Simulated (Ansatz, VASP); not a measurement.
One calculation of Mg3Cd2Te3, two programs

File INCAR:

```
SYSTEM = Mg3Cd2Te3
PREC = Accurate
ENCUT = 600
EDIFF = 1E-7
ISMEAR = 0
SIGMA = 0.2
LREAL = .FALSE.
LASPH = .TRUE.
NELM = 60
ALGO = Fast
ISIF = 3
LWAVE = .FALSE.
LCHARG = .FALSE.
GGA = PE
IBRION = 2
NSW = 36
EDIFFG = -0.08
```

The input KPOINTS:

```
regular mesh
0
G
  3 3 3
  0 0 0
```

File POSCAR:

```
Mg3Cd2Te3
1.0
    5.5642813400      0.0000000000      0.0000000000
    0.0000000000      5.5642813400      0.0000000000
    0.0000000000      0.0000000000      6.8181342200
Mg Cd Te
3 2 3
Direct
    0.0000000000      0.0000000000      0.0000000000
    0.5000000000      0.5000000000      0.2478420900
    0.5000000000      0.5000000000      0.7521579100
    0.0000000000      0.0000000000      0.3092783300
    0.0000000000      0.0000000000      0.6907216700
    0.5000000000      0.0000000000      0.0000000000
    0.0000000000      0.5000000000      0.0000000000
    0.5000000000      0.5000000000      0.5000000000
```

Input for Ansatz:

```yaml
crystal:
  lattice:
    - [5.56428134, 0.0, 0.0]
    - [0.0, 5.56428134, 0.0]
    - [0.0, 0.0, 6.81813422]
  atoms:
    - { symbol: Mg, position: [0.0, 0.0, 0.0] }
    - { symbol: Mg, position: [0.5, 0.5, 0.24784209] }
    - { symbol: Mg, position: [0.5, 0.5, 0.75215791] }
    - { symbol: Cd, position: [0.0, 0.0, 0.30927833] }
    - { symbol: Cd, position: [0.0, 0.0, 0.69072167] }
    - { symbol: Te, position: [0.5, 0.0, 0.0] }
    - { symbol: Te, position: [0.0, 0.5, 0.0] }
    - { symbol: Te, position: [0.5, 0.5, 0.5] }
basis:
  ecutwfc: 420
kpoints:
  mp_grid: { grid: [3, 3, 3] }
hamiltonian:
  xc: pbe
scf:
  occupations: { method: gaussian, width: 0.2 }
  lower_state_search: "off"
output:
  forces: true
  stress: true
  eigenvalues: true
relax:
  adjacent_minimum: "off"
  f_tol: 0.08
  max_steps: 16
  cell: { stress_tol: 0.8 }
```

Alike in both runs: task relaxation of cell and atoms; functional PBE; k mesh 3 × 3 × 3; occupations gaussian, width 0.2 eV; no spin polarisation.

```csv
,VASP,Ansatz
version,VASP 6.6.1,Ansatz 0.2.0
potentials or method,"VASP PAW PBE potentials, release 64 (Mg, Cd, Te), cutoff 600 eV","scalar-relativistic, plane waves, PAW"
valence electrons in the cell,48,118
```

|  | VASP | Ansatz | Ansatz less VASP |
| --- | --- | --- | --- |
| gap on the k mesh at the Fermi level, each at its own relaxed structure (eV) | none | none | - |
| relaxed volume (Å³/atom) | 33.11 | 32.92 | -0.193 |
| relaxed length of the cell vector where the two differ most in proportion (Å) | 8.432 | 8.409 | -0.0235 |

A gap of «none» marks a metal or a gap that the smearing closes. VASP's potentials hold 48 valence electrons a cell and Ansatz's 118, so a difference there can come from the potentials and not from the codes.

The k mesh is coarse, so the values compare programs but aren't converged. Spin-orbit coupling is off throughout. Noted on VASP's run: the volume moved by over 15 % at a fixed basis, so the end points are rough.
